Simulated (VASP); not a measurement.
Wanted: the native input for a VASP 6.6.1 run.

| Item | Value |
| --- | --- |
| Task | single point |
| Functional | PBE |
| Potentials or basis | VASP PAW PBE potentials, release 64 (Y_sv, Al, N) |
| Cutoff | 520 eV |
| k mesh | 4 × 4 × 6 |
| Occupations | gaussian, width 0.1 eV |
| Spin | no spin polarisation |
| Dipole correction | no |
| Further INCAR settings | ALGO = Normal; EDIFF = 1e-06; NBANDS = 30 |

The structure of YAl3N4 lies in POSCAR:

```
YAl3N4
1.0
    3.4059072300     -4.8166802000      0.0000000000
    3.4059072300      4.8166802000      0.0000000000
    0.0000000000      0.0000000000      3.4059072300
Y Al N
1 3 4
Direct
    0.5000000000      0.5000000000      0.5000000000
    0.0000000000      0.5000000000      0.0000000000
    0.5000000000      0.0000000000      0.0000000000
    0.0000000000      0.0000000000      0.5000000000
    0.7500000000      0.7500000000      0.0000000000
    0.2500000000      0.2500000000      0.0000000000
    0.7500000000      0.2500000000      0.5000000000
    0.2500000000      0.7500000000      0.5000000000
```

One way to write it, as run:

INCAR

```
ALGO     = Normal         # electronic algorithm
EDIFF    = 1E-6           # SCF threshold, eV
ENCUT    = 520            # plane-wave cutoff, eV
GGA      = PE             # functional
ISIF     = 2              # what is computed and relaxed
ISMEAR   = 0              # smearing method
LASPH    = T              # aspherical terms in the spheres
LCHARG   = F              # write CHGCAR
LREAL    = F              # projectors in reciprocal space
LWAVE    = F              # write WAVECAR
NBANDS   = 30             # bands
NELM     = 100            # most SCF steps
PREC     = Accurate       # precision mode
SIGMA    = 0.1            # smearing width, eV
```

KPOINTS

```
k-points
0
Gamma
  4 4 6
```

Potentials or basis: VASP PAW PBE potentials, release 64 (Y_sv, Al, N).

Launch:

```console
$ cat potpaw_PBE.64/Y_sv/POTCAR potpaw_PBE.64/Al/POTCAR potpaw_PBE.64/N/POTCAR > POTCAR
$ mpirun -np 1 vasp_std > vasp.out
```

Results of the run:

```
Pressure               : -31.6 GPa
Largest force          : 1.604 eV/Å
Band gap on the k mesh : zero (bands 20 and 21 overlap by 0.02 eV)
```

Caveat: the cell stands under tension; forces of over 1 eV/Å act on the atoms, so gaps and moduli don't describe the material at rest.

Wall time 89 s on 1 thread of AMD EPYC 9R45 96-Core Processor (Zen 5) (shared host), peak memory 0.27 GiB.
